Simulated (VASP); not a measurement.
# Al3HRu4 in VASP: a series of runs, part 2 of 2

VASP 6.6.1. Earlier steps stand in the parts before.

## 3. Single point, PBEsol

File INCAR:

```
SYSTEM = Al3HRu4
PREC = Accurate ; ENCUT = 520
EDIFF = 1E-6 ; ISMEAR = 0
SIGMA = 0.1 ; LREAL = .FALSE.
LASPH = .TRUE. ; NELM = 60
ALGO = Normal ; ISIF = 2
LWAVE = .FALSE. ; LCHARG = .FALSE.
LDIPOL = .TRUE. ; IDIPOL = 3
DIPOL = 0.5 0.5 0.485 ; GGA = PS
NBANDS = 43
```

File KPOINTS:

```
regular mesh
0
G
  10 10 1
  0 0 0
```

File POSCAR:

```
Al3HRu4
1.0
    2.9764078218      0.0000000000      0.0000000000
    0.0000000000      2.9764078218      0.0000000000
    0.0000000000      0.0000000000     27.9292234653
Ru Al H
4 3 1
Direct
    0.5000000000      0.5000000000      0.3043407207
    0.5000000000      0.5000000000      0.4109103798
    0.5000000000      0.5000000000      0.5158760144
    0.5000000000      0.5000000000      0.6222038453
    0.0000000000      0.0000000000      0.3576255503
    0.0000000000      0.0000000000      0.4634611059
    0.0000000000      0.0000000000      0.5675559482
    0.0000000000      0.0000000000      0.6372166929
```

Potentials or basis: VASP PAW PBE potentials, release 64 (Ru_pv, Al, H).

Started as:

```sh
$ cat potpaw_PBE.64/Ru_pv/POTCAR potpaw_PBE.64/Al/POTCAR potpaw_PBE.64/H/POTCAR > POTCAR
$ mpirun -np 1 vasp_std > vasp.out
```

OUTCAR:

```text
SYSTEM = Al3HRu4
   PREC = Accurate
   ENCUT = 520
   EDIFF = 1E-6
   ISMEAR = 0
   LREAL = .FALSE.
   LASPH = .TRUE.
   NELM = 60
   ISIF = 2
   GGA = PS

 ion  position               nearest neighbor table
   1  0.500  0.500  0.304-   5 2.58   5 2.58   5 2.58   5 2.58   2 2.98
   2  0.500  0.500  0.411-   6 2.57   6 2.57   6 2.57   6 2.57   5 2.58   5 2.58   5 2.58   5 2.58
                             3 2.93   1 2.98
   3  0.500  0.500  0.516-   7 2.55   7 2.55   7 2.55   7 2.55   6 2.56   6 2.56   6 2.56   6 2.56
                             2 2.93   4 2.97
   4  0.500  0.500  0.622-   7 2.60   7 2.60   7 2.60   7 2.60   3 2.97
   5  0.000  0.000  0.358-   2 2.58   2 2.58   2 2.58   2 2.58   1 2.58   1 2.58   1 2.58   1 2.58
                             6 2.96
   6  0.000  0.000  0.463-   3 2.56   3 2.56   3 2.56   3 2.56   2 2.57   2 2.57   2 2.57   2 2.57
                             7 2.91   5 2.96
   7  0.000  0.000  0.568-   8 1.95   3 2.55   3 2.55   3 2.55   3 2.55   4 2.60   4 2.60   4 2.60
                             4 2.60   6 2.91
   8  0.000  0.000  0.637-   7 1.95

  LATTYP: Found a simple tetragonal cell.
 ALAT       =     2.9764078218
 C/A-ratio  =     9.3835338225

  Lattice vectors:

 A1 = (   2.9764078218,   0.0000000000,   0.0000000000)
 A2 = (   0.0000000000,   2.9764078218,   0.0000000000)
 A3 = (   0.0000000000,   0.0000000000,  27.9292234653)

Analysis of symmetry for initial positions (statically):
=====================================================================
 Subroutine PRICEL returns:
 Original cell was already a primitive cell.

 Routine SETGRP: Setting up the symmetry group for a
 simple tetragonal supercell.

 Subroutine GETGRP returns: Found  8 space group operations
 (whereof  8 operations were pure point group operations)
 out of a pool of 16 trial point group operations.

The static configuration has the point symmetry C_4v.

Analysis of symmetry for dynamics (positions and initial velocities):
[... 152 lines left out ...]
  energy-cutoff  :      520.00
  volume of cell :      247.43
 maximum number of plane-waves:      6727
 NGX is ok and might be reduce to    24
   NGX = 11   NGY = 11   NGZ =103

 dipolmoment           0.000000      0.000000     -0.004893 electrons x Angstroem

 number of electron      65.9999985 magnetization

 dipolmoment           0.000000      0.000000      0.012392 electrons x Angstroem

 Free energy of the ion-electron system (eV)
  ---------------------------------------------------
  ext. energy  EPLUGINS =         0.00000000
  ---------------------------------------------------
  free energy    TOTEN  =       -56.30906019 eV

  energy without entropy =      -56.27317067  energy(sigma->0) =      -56.29111543

 E-fermi :   1.3797     XC(G=0):  -5.7177

 val. band max:        1.3536040703   @ k =   0.5000   0.0000   0.0000
 cond. band min:       1.3838412720   @ k =   0.5000   0.2000   0.0000
 fundamental gap:      0.0302372016
 Fermi energy:         1.3796687201

 k-point     1 :       0.0000    0.0000    0.0000
  band No.  band energies     occupation
      1     -40.6698      2.00000
      2     -40.5787      2.00000
      3     -40.4880      2.00000
      4     -40.4584      2.00000
      5     -40.4584      2.00000
      6     -40.4312      2.00000
[... 955 lines left out ...]
     42       5.8106      0.00000
     43       6.0540      0.00000

------------------------ aborting loop because EDIFF is reached ----------------------------------------

 vacuum level on the upper side and lower side of the slab       (xc-potential included)        -0.001        -0.212

  FORCE on cell =-STRESS in cart. coord.  units (eV):
  Direction    XX          YY          ZZ          XY          YZ          ZX
  --------------------------------------------------------------------------------------
  -------------------------------------------------------------------------------------
  Total       -6.4431068     -6.4431068     -1.4841050      0.0000000      0.0000000      0.0000000
  in kB      -41.7217175    -41.7217175     -9.6101788      0.0000000      0.0000000      0.0000000
  external PRESSURE =     -31.0178713 kB  Pullay stress =       0.0000000 kB

 VOLUME and BASIS-vectors are now :
 -----------------------------------------------------------------------------
  energy-cutoff  :      520.00
  volume of cell :      247.43
      direct lattice vectors                 reciprocal lattice vectors
     2.976407822  0.000000000  0.000000000     0.335975464  0.000000000  0.000000000
     0.000000000  2.976407822  0.000000000     0.000000000  0.335975464  0.000000000
     0.000000000  0.000000000 27.929223465     0.000000000  0.000000000  0.035804791

 POSITION                                       TOTAL-FORCE (eV/Angst)
 -----------------------------------------------------------------------------------
      1.48820      1.48820      8.50000        -0.000000     -0.000000      0.689997
      1.48820      1.48820     11.47641        -0.000000     -0.000000     -0.299659
      1.48820      1.48820     14.40802        -0.000000      0.000000      0.009258
      1.48820      1.48820     17.37767        -0.000000      0.000000      0.002799
      0.00000      0.00000      9.98820        -0.000000      0.000000     -0.404744
      0.00000      0.00000     12.94411         0.000000      0.000000      0.003905
      0.00000      0.00000     15.85140        -0.000000      0.000000      0.003717
      0.00000      0.00000     17.79697        -0.000000      0.000000     -0.005273
 -----------------------------------------------------------------------------------
    total drift:                                0.000000     -0.000000      0.000384

  FREE ENERGIE OF THE ION-ELECTRON SYSTEM (eV)
  ---------------------------------------------------
  free  energy   TOTEN  =       -56.3090601949 eV

  energy  without entropy=      -56.2731706652  energy(sigma->0) =      -56.29111543

 vacuum level on the upper side and lower side of the slab         6.054         5.858
```

Wall time 5.6 min (1 thread of Intel Xeon 6975P-C (Granite Rapids), shared host); peak memory 0.44 GiB.

Results:

* Free energy: -56.3091 eV
* Largest force: 0.690 eV/Å
* Band gap on the k mesh: zero (bands 33 and 34 overlap by 2.08 eV)

Forces on the atoms (eV/Å):
```
Ru   0.000  0.000  0.690
Ru   0.000  0.000 -0.300
Ru   0.000  0.000  0.009
Ru   0.000  0.000  0.003
Al   0.000  0.000 -0.405
Al   0.000  0.000  0.004
Al   0.000  0.000  0.004
H    0.000  0.000 -0.005
```

Caveat: the PAW data sets were made with another functional, which shifts forces and pressure a little.

The gap in the log of VASP goes by the Fermi energy; the results here count the filled bands.